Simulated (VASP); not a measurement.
Write the native input for VASP 6.6.1 that does the following.

```
Task                   : relaxation of cell and atoms
Functional             : PBEsol
Potentials or basis    : VASP PAW PBE potentials, release 64 (Li_sv, Sr_sv, H)
Cutoff                 : 600 eV
k mesh                 : 6 × 6 × 6
Occupations            : gaussian, width 0.02 eV
Spin                   : no spin polarisation
Dipole correction      : no
Further INCAR settings : ALGO = Normal; EDIFF = 1e-07; IBRION = 2; EDIFFG = -0.005; NSW = 100; ISIF = 3
```

The structure of SrLiH3 lies in POSCAR:

```
SrLiH3
1.0
    4.6307910000      0.0000000000      0.0000000000
    0.0000000000      4.6307910000      0.0000000000
    0.0000000000      0.0000000000      4.6307910000
Li Sr H
1 1 3
Direct
    0.0000000000      0.0000000000      0.0000000000
    0.5000000000      0.5000000000      0.5000000000
    0.0000000000      0.5000000000      0.5000000000
    0.5000000000      0.0000000000      0.5000000000
    0.5000000000      0.5000000000      0.0000000000
```

The input as run:

INCAR

```
ALGO     = Normal         # electronic algorithm
EDIFF    = 1E-7           # SCF threshold, eV
EDIFFG   = -0.005         # ionic threshold
ENCUT    = 600            # plane-wave cutoff, eV
GGA      = PS             # functional
IBRION   = 2              # ionic algorithm
ISIF     = 3              # what is computed and relaxed
ISMEAR   = 0              # smearing method
LASPH    = T              # aspherical terms in the spheres
LCHARG   = F              # write CHGCAR
LREAL    = F              # projectors in reciprocal space
LWAVE    = F              # write WAVECAR
NELM     = 60             # most SCF steps
NSW      = 100            # ionic steps
PREC     = Accurate       # precision mode
SIGMA    = 0.02           # smearing width, eV
```

KPOINTS

```
k-points
0
Gamma
  6 6 6
```

Potentials or basis: VASP PAW PBE potentials, release 64 (Li_sv, Sr_sv, H).

The run is started by

```console
$ cat potpaw_PBE.64/Li_sv/POTCAR potpaw_PBE.64/Sr_sv/POTCAR potpaw_PBE.64/H/POTCAR > POTCAR
$ mpirun -np 1 vasp_std > vasp.out
```

It gave:

```json
{
  "Relaxed volume": "19.42 Å³/atom",
  "Relaxed cell": "a = 4.596 Å, b = 4.596 Å, c = 4.596 Å, α = 90.00°, β = 90.00°, γ = 90.00°",
  "Space group after relaxing (to 0.05 Å)": "Pm-3m (No. 221)",
  "Energy gained by relaxing": "0.7 meV/atom",
  "Ionic steps": "3",
  "Pressure after relaxing": "0.0 GPa",
  "Band gap on the k mesh": "1.66 eV, indirect (least direct gap 2.12 eV)"
}
```

Caveat: the cutoff is under 1.25 times the usual one of these potentials, so pressure, stress and relaxed cells hold a basis-set (Pulay) error; the PAW data sets were made with another functional, which shifts forces and pressure a little.

It took 37 s on 1 thread of AMD EPYC 9R45 96-Core Processor (Zen 5), with other jobs on the host, peak memory 0.24 GiB.
